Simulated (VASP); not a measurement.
A run of VASP 6.6.1:

The input INCAR:

```
SYSTEM = Si
PREC = Accurate
ENCUT = 520
EDIFF = 1E-6
ISMEAR = 0
SIGMA = 0.1
LREAL = .FALSE.
LASPH = .TRUE.
NELM = 60
ALGO = Normal
ISIF = 2
LWAVE = .FALSE.
LCHARG = .FALSE.
LDIPOL = .TRUE.
IDIPOL = 3
DIPOL = 0.5 0.5 0.373
GGA = PE
NBANDS = 11
```

KPOINTS

```
Automatic mesh
0
G
  12 12 1
  0 0 0
```

The input POSCAR:

```
Si
1.0
    3.8688113026      0.0000003167      0.0000000000
   -1.9344059256      3.3504887122      0.0000000000
    0.0000000000      0.0000000000     24.7181918800
Si
2
Direct
    0.3333333333      0.6666666667      0.3642489431
    0.6666666667      0.3333333333      0.3825328615
```

Potentials or basis: VASP PAW PBE potentials, release 64 (Si).

The run is started by

```sh
$ cat potpaw_PBE.64/Si/POTCAR > POTCAR
$ mpirun -np 1 vasp_std > vasp.out
```

Hardware: 1 thread of Intel(R) Xeon(R) 6975P-C (Granite Rapids), with other jobs on the host.

Problem. Estimate the wall time of this run.

Solution. Wall time 72 s on 1 thread of Intel(R) Xeon(R) 6975P-C (Granite Rapids) (shared host), peak memory 0.41 GiB. Counts: scf iterations 21, k points 19.
